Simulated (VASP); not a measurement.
Set up this calculation in VASP 6.6.1, as the native input.

- Task: single point
- Functional: r2SCAN
- Potentials or basis: VASP PAW PBE potentials, release 64 (K_sv, F)
- Cutoff: 520 eV
- k mesh: 8 × 8 × 8
- Occupations: gaussian, width 0.05 eV
- Spin: no spin polarisation
- Dipole correction: no
- Further INCAR settings: ALGO = Normal; EDIFF = 1e-07; NBANDS = 15

KF:

```xyz
2
Lattice="0.0000 2.7403 2.8072 2.7403 0.0000 2.8072 2.7403 2.7403 0.0000" Properties=species:S:1:pos:R:3 pbc="T T T"
K     0.0000    0.0000    0.0000
F     2.7403    2.7403    2.8072
```

This cell differs from its parent crystal: strain +0.025 along x and y, +0.050 along z.

One way to write it, as run:

POSCAR

```
KF
1.0
    0.0000000000      2.7403375000      2.8071750000
    2.7403375000      0.0000000000      2.8071750000
    2.7403375000      2.7403375000      0.0000000000
K F
1 1
Direct
    0.0000000000      0.0000000000      0.0000000000
    0.5000000000      0.5000000000      0.5000000000
```

INCAR.step1

```
SYSTEM = KF
PREC     = Accurate       ! precision mode
ENCUT    = 520            ! plane-wave cutoff, eV
ISMEAR   = 0              ! smearing method
SIGMA    = 0.05           ! smearing width, eV
LREAL    = .False.        ! projectors in reciprocal space
LASPH    = .True.         ! aspherical terms in the spheres
NELM     = 80             ! most SCF steps
NBANDS   = 15             ! bands
GGA      = PE             ! functional
ALGO     = Normal         ! electronic algorithm
EDIFF    = 1E-4           ! SCF threshold, eV
LWAVE    = .True.         ! write WAVECAR
LCHARG   = .False.        ! write CHGCAR
```

INCAR.step2

```
SYSTEM = KF
PREC     = Accurate       ! precision mode
ENCUT    = 520            ! plane-wave cutoff, eV
EDIFF    = 1E-7           ! SCF threshold, eV
ISMEAR   = 0              ! smearing method
SIGMA    = 0.05           ! smearing width, eV
LREAL    = .False.        ! projectors in reciprocal space
LASPH    = .True.         ! aspherical terms in the spheres
NELM     = 80             ! most SCF steps
ALGO     = Normal         ! electronic algorithm
ISIF     = 2              ! what is computed and relaxed
LWAVE    = .False.        ! write WAVECAR
LCHARG   = .True.         ! write CHGCAR
METAGGA  = R2SCAN         ! meta-GGA
LMIXTAU  = .True.       
LELF     = .True.         ! ELF
LVHAR    = .True.       
NBANDS   = 15             ! bands
ISTART   = 1
```

KPOINTS

```
Automatic mesh
0
Gamma
  8 8 8
  0 0 0
```

Potentials or basis: VASP PAW PBE potentials, release 64 (K_sv, F).

Command:

```bash
$ cat potpaw_PBE.64/K_sv/POTCAR potpaw_PBE.64/F/POTCAR > POTCAR
$ cp INCAR.step1 INCAR
$ mpirun -np 1 vasp_std > vasp.out
$ cp INCAR.step2 INCAR
$ mpirun -np 1 vasp_std > vasp.out
```

Results of the run:

```
Pressure               : -3.1 GPa
Band gap on the k mesh : 6.32 eV, direct
```

Caveat: the cell differs from its parent crystal (strain +0.025 along x and y, +0.050 along z); the PAW data sets were made with another functional, which shifts forces and pressure a little.

Run time: 2.9 min on 1 thread of Intel(R) Xeon(R) Platinum 8259CL CPU @ 2.50GHz (Skylake/Cascade Lake) (shared host), peak memory 0.19 GiB.
